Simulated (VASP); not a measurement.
# La3Ag (Pm-3m) in VASP: single point with LDA

Aim: the single point of La3Ag with LDA.

Everything below comes from runs of VASP 6.6.1. Logs are shortened: lines on timing, memory, paths and dates and some standing lists are left out, and cuts for length are marked.

### 1 The cell of the first run

Symmetry: Pm-3m, No. 221, cubic system. Conventional cell: a = 5.019 Å, b = 5.019 Å, c = 5.019 Å, α = 90.00°, β = 90.00°, γ = 90.00°. La (site symmetry 4/mmm) has 8 La at 3.55 Å and 4 Ag at 3.55 Å within 4.7 Å. Ag (site symmetry m-3m) has 12 La at 3.55 Å within 4.7 Å.

### 2 Single point, LDA

INCAR reads:

```
PREC = Accurate
ENCUT = 520
EDIFF = 1E-7
ISMEAR = 0
SIGMA = 0.1
LREAL = F
LASPH = T
NELM = 100
ALGO = Normal
ISIF = 2
LWAVE = F
LCHARG = T
GGA = CA
LELF = T
LVHAR = T
NBANDS = 30
```

KPOINTS reads:

```
Automatic mesh
0
Gamma
  4 4 4
```

POSCAR reads:

```
La3Ag
1.0
    5.0195000000      0.0000000000      0.0000000000
    0.0000000000      5.0195000000      0.0000000000
    0.0000000000      0.0000000000      5.0195000000
La Ag
3 1
Direct
    0.0000000000      0.5000000000      0.5000000000
    0.5000000000      0.0000000000      0.5000000000
    0.5000000000      0.5000000000      0.0000000000
    0.0000000000      0.0000000000      0.0000000000
```

Potentials or basis: VASP PAW LDA potentials, release 64 (La, Ag).

Launch:

```sh
> cat potpaw_LDA.64/La/POTCAR potpaw_LDA.64/Ag/POTCAR > POTCAR
> mpirun -np 1 vasp_std > vasp.out
```

OUTCAR:

```text
PREC = Accurate
   ENCUT = 520
   EDIFF = 1E-7
   ISMEAR = 0
   LREAL = F
   LASPH = T
   NELM = 100
   ISIF = 2
   GGA = CA

 ion  position               nearest neighbor table
   1  0.000  0.500  0.500-   2 3.55   3 3.55   4 3.55   3 3.55   4 3.55   2 3.55   4 3.55   4 3.55
                             2 3.55   3 3.55   3 3.55   2 3.55
   2  0.500  0.000  0.500-   1 3.55   3 3.55   4 3.55   3 3.55   4 3.55   1 3.55   3 3.55   3 3.55
                             1 3.55   4 3.55   4 3.55   1 3.55
   3  0.500  0.500  0.000-   1 3.55   2 3.55   4 3.55   1 3.55   2 3.55   2 3.55   4 3.55   2 3.55
                             1 3.55   4 3.55   1 3.55   4 3.55
   4  0.000  0.000  0.000-   1 3.55   2 3.55   3 3.55   1 3.55   2 3.55   1 3.55   3 3.55   1 3.55
                             2 3.55   3 3.55   2 3.55   3 3.55

  LATTYP: Found a simple cubic cell.
 ALAT       =     5.0195000000

  Lattice vectors:

 A1 = (   5.0195000000,   0.0000000000,   0.0000000000)
 A2 = (   0.0000000000,   5.0195000000,   0.0000000000)
 A3 = (   0.0000000000,   0.0000000000,   5.0195000000)

Analysis of symmetry for initial positions (statically):
=====================================================================
 Subroutine PRICEL returns:
 Original cell was already a primitive cell.

 Routine SETGRP: Setting up the symmetry group for a
 simple cubic supercell.

 Subroutine GETGRP returns: Found 48 space group operations
 (whereof 48 operations were pure point group operations)
 out of a pool of 48 trial point group operations.

The static configuration has the point symmetry O_h .

Analysis of symmetry for dynamics (positions and initial velocities):
=====================================================================
 Subroutine PRICEL returns:
 Original cell was already a primitive cell.

 Routine SETGRP: Setting up the symmetry group for a
 simple cubic supercell.

 Subroutine GETGRP returns: Found 48 space group operations
 (whereof 48 operations were pure point group operations)
 out of a pool of 48 trial point group operations.

The dynamic configuration has the point symmetry O_h .

 Subroutine INISYM returns: Found 48 space group operations
 (whereof 48 operations are pure point group operations),
 and found     1 'primitive' translations

----------------------------------------------------------------------------------------

                                     Primitive cell

  volume of cell :     126.4682

  direct lattice vectors                    reciprocal lattice vectors
     5.019500000  0.000000000  0.000000000     0.199223030  0.000000000  0.000000000
     0.000000000  5.019500000  0.000000000     0.000000000  0.199223030  0.000000000
     0.000000000  0.000000000  5.019500000     0.000000000  0.000000000  0.199223030

  length of vectors
     5.019500000  5.019500000  5.019500000     0.199223030  0.199223030  0.199223030

  position of ions in fractional coordinates (direct lattice)
     0.000000000  0.500000000  0.500000000
     0.500000000  0.000000000  0.500000000
     0.500000000  0.500000000  0.000000000
     0.000000000  0.000000000  0.000000000

  ion indices of the primitive-cell ions
   primitive index   ion index
                 1           1
                 2           2
                 3           3
                 4           4

----------------------------------------------------------------------------------------

 KPOINTS: Automatic mesh

Automatic generation of k-mesh.
 Grid dimensions read from file:
 generate k-points for:    4    4    4

 Generating k-lattice:

  Cartesian coordinates                     Fractional coordinates (reciprocal lattice)
     0.049805758  0.000000000  0.000000000     0.250000000  0.000000000  0.000000000
     0.000000000  0.049805758  0.000000000     0.000000000  0.250000000  0.000000000
     0.000000000  0.000000000  0.049805758     0.000000000  0.000000000  0.250000000

  Length of vectors
     0.049805758  0.049805758  0.049805758

  Shift w.r.t. Gamma in fractional coordinates (k-lattice)
     0.000000000  0.000000000  0.000000000

 Subroutine IBZKPT returns following result:
 ===========================================

 Found     10 irreducible k-points:

 Following reciprocal coordinates:
            Coordinates               Weight
  0.000000  0.000000  0.000000      1.000000
  0.250000  0.000000  0.000000      6.000000
  0.500000  0.000000  0.000000      3.000000
  0.250000  0.250000  0.000000     12.000000
  0.500000  0.250000  0.000000     12.000000
  0.500000  0.500000  0.000000      3.000000
  0.250000  0.250000  0.250000      8.000000
  0.500000  0.250000  0.250000     12.000000
  0.500000  0.500000  0.250000      6.000000
  0.500000  0.500000  0.500000      1.000000
   k-points           NKPTS =     10   k-points in BZ     NKDIM =     10   number of bands    NBANDS=     30
   number of dos      NEDOS =    301   number of ions     NIONS =      4
   total plane-waves  NPLWV =  64000
   dimension x,y,z NGX =    40 NGY =   40 NGZ =   40
   dimension x,y,z NGXF=    80 NGYF=   80 NGZF=   80
   ions per type =               3   1
   NGX,Y,Z   is equivalent  to a cutoff of  13.25, 13.25, 13.25 a.u.
   NGXF,Y,Z  is equivalent  to a cutoff of  26.50, 26.50, 26.50 a.u.
 SYSTEM =  unknown system
   PREC   = accura    normal or accurate (medium, high low for compatibility)
   ISTART =      0    job   : 0-new  1-cont  2-samecut
   ICHARG =      2    charge: 1-file 2-atom 10-const
   ISPIN  =      1    spin polarized calculation?
   LNONCOLLINEAR =      F non collinear calculations
   LSORBIT =      F    spin-orbit coupling
   LASPH  =      T    aspherical Exc in radial PAW
   ENCUT  =  520.0 eV  38.22 Ry    6.18 a.u.   9.33  9.33  9.33*2*pi/ulx,y,z
   NELM   =    100;   NELMIN=  2; NELMDL= -5     # of ELM steps
   EDIFF  = 0.1E-06   stopping-criterion for ELM
   LREAL  =      F    real-space projection
   EDIFFG = 0.1E-05   stopping-criterion for IOM
   NSW    =      0    number of steps for IOM
   IBRION =     -1    ionic relax: 0-MD 1-quasi-New 2-CG
   NFREE  =      0    steps in history (QN), initial steepest desc. (CG)
   ISIF   =      2    stress and relaxation
   ISYM   =      2    0-nonsym 1-usesym 2-fastsym
   POTIM  = 0.5000    time-step for ionic-motion
   TEBEG  =    0.0;   TEEND  =   0.0 temperature during run
   PSTRESS=    0.0 pullay stress
   NELECT =      44.0000    total number of electrons
   NUPDOWN=      -1.0000    fix difference up-down
   EMIN   =  10.00;   EMAX   =-10.00  energy-range for DOS
   EFERMI =   0.00;   METHOD = LEGACY
   ISMEAR =     0;   SIGMA  =   0.10  broadening in eV -4-tet -1-fermi 0-gaus
   EFERMI_NEDOS =   21; number of points for ismear=-14 and -15
   IALGO  =     38    algorithm
   IMIX   =      4    mixing-type and parameters
     AMIX     =   0.40;   BMIX     =  1.00
     AMIX_MAG =   1.60;   BMIX_MAG =  1.00
  volume/ion in A,a.u.               =      31.62       213.36
  Fermi-wavevector in a.u.,A,eV,Ry     =   1.151415  2.175859 18.038016  1.325757
  Thomas-Fermi vector in A             =   2.288073
   LORBIT       =      0    0 simple, 1 ext, 2 COOP (PROOUT), +10 PAW based schemes
   GGA     = CA    functional components
   LHFCALC =     F    Hartree Fock is set to
   AEXX    =    0.0000 exact exchange contribution
   IVDW    =     0    specifies the selected vdW correction
   LEPSILON=     F    determine dielectric tensor
   LRPA    =     F    only Hartree local field effects (RPA)
 non-spin polarized calculation
 Gauss-broadening in eV      SIGMA  =   0.10
  energy-cutoff  :      520.00
  volume of cell :      126.47
 maximum number of plane-waves:      3448
 NGX is ok and might be reduce to    40
   NGX = 19   NGY = 19   NGZ = 19

 number of electron      43.9999996 magnetization

 Free energy of the ion-electron system (eV)
  ---------------------------------------------------
  ext. energy  EPLUGINS =         0.00000000
  ---------------------------------------------------
  free energy    TOTEN  =       -20.38265441 eV

  energy without entropy =      -20.35598463  energy(sigma->0) =      -20.36931952

 E-fermi :   7.7286     XC(G=0): -10.2124

 val. band max:        7.7272396845   @ k =   0.5000   0.0000   0.0000
 cond. band min:       7.7767771541   @ k =   0.2500   0.2500   0.0000
 fundamental gap:      0.0495374696
 Fermi energy:         7.7286324730

 k-point     1 :       0.0000    0.0000    0.0000
  band No.  band energies     occupation
      1     -25.0244      2.00000
      2     -24.6659      2.00000
      3     -24.6659      2.00000
      4      -9.3263      2.00000
      5      -9.3263      2.00000
      6      -9.3263      2.00000
[... 22 lines left out ...]
     29       9.3975      0.00000
     30       9.4050      0.00000

 k-point     2 :       0.2500    0.0000    0.0000
  band No.  band energies     occupation
      1     -24.9798      2.00000
      2     -24.7127      2.00000
      3     -24.6651      2.00000
      4      -9.2233      2.00000
      5      -9.2233      2.00000
      6      -9.1604      2.00000
[... 22 lines left out ...]
     29       9.2325      0.00000
     30       9.3912      0.00000

 k-point     3 :       0.5000    0.0000    0.0000
  band No.  band energies     occupation
      1     -24.9070      2.00000
      2     -24.7877      2.00000
      3     -24.6644      2.00000
      4      -9.0796      2.00000
      5      -9.0796      2.00000
      6      -8.7487      2.00000
[... 22 lines left out ...]
     29       9.1653      0.00000
     30       9.2433      0.00000

 k-point     4 :       0.2500    0.2500    0.0000
  band No.  band energies     occupation
      1     -24.9399      2.00000
      2     -24.7263      2.00000
      3     -24.6917      2.00000
      4      -9.3055      2.00000
      5      -9.1126      2.00000
      6      -8.8971      2.00000
[... 154 lines left out ...]
     29       9.3069      0.00000
     30       9.3924      0.00000

 k-point     9 :       0.5000    0.5000    0.2500
  band No.  band energies     occupation
      1     -24.7848      2.00000
      2     -24.7842      2.00000
      3     -24.7842      2.00000
      4      -9.6360      2.00000
      5      -9.2074      2.00000
      6      -9.0203      2.00000
[... 22 lines left out ...]
     29       9.2059      0.00000
     30       9.3409      0.00000

 k-point    10 :       0.5000    0.5000    0.5000
  band No.  band energies     occupation
      1     -24.7832      2.00000
      2     -24.7832      2.00000
      3     -24.7832      2.00000
      4      -9.8481      2.00000
      5      -9.1987      2.00000
      6      -9.1987      2.00000
[... 22 lines left out ...]
     29       9.1776      0.00000
     30       9.2573      0.00000

------------------------ aborting loop because EDIFF is reached ----------------------------------------

  FORCE on cell =-STRESS in cart. coord.  units (eV):
  Direction    XX          YY          ZZ          XY          YZ          ZX
  --------------------------------------------------------------------------------------
  -------------------------------------------------------------------------------------
  Total       -3.4350118     -3.4350118     -3.4350118      0.0000000      0.0000000     -0.0000000
  in kB      -43.5168485    -43.5168485    -43.5168485      0.0000000      0.0000000     -0.0000000
  external PRESSURE =     -43.5168485 kB  Pullay stress =       0.0000000 kB

 VOLUME and BASIS-vectors are now :
 -----------------------------------------------------------------------------
  energy-cutoff  :      520.00
  volume of cell :      126.47
      direct lattice vectors                 reciprocal lattice vectors
     5.019500000  0.000000000  0.000000000     0.199223030  0.000000000  0.000000000
     0.000000000  5.019500000  0.000000000     0.000000000  0.199223030  0.000000000
     0.000000000  0.000000000  5.019500000     0.000000000  0.000000000  0.199223030

 POSITION                                       TOTAL-FORCE (eV/Angst)
 -----------------------------------------------------------------------------------
      0.00000      2.50975      2.50975         0.000000      0.000000      0.000000
      2.50975      0.00000      2.50975         0.000000      0.000000      0.000000
      2.50975      2.50975      0.00000         0.000000      0.000000      0.000000
      0.00000      0.00000      0.00000         0.000000      0.000000      0.000000
 -----------------------------------------------------------------------------------
    total drift:                                0.000000     -0.000000     -0.000000

  FREE ENERGIE OF THE ION-ELECTRON SYSTEM (eV)
  ---------------------------------------------------
  free  energy   TOTEN  =       -20.3826544062 eV

  energy  without entropy=      -20.3559846310  energy(sigma->0) =      -20.36931952
```

Run time: 1.7 min. Hardware: 1 thread of Intel Xeon 8259CL, shared host; peak memory 0.22 GiB.

Results:

```
Free energy            : -20.3827 eV
Pressure               : -4.4 GPa
Band gap on the k mesh : zero (bands 22 and 23 overlap by 1.41 eV)
```

Caveat: the cell stands under tension; spin-orbit coupling is left out, which moves the levels of the heavy elements.
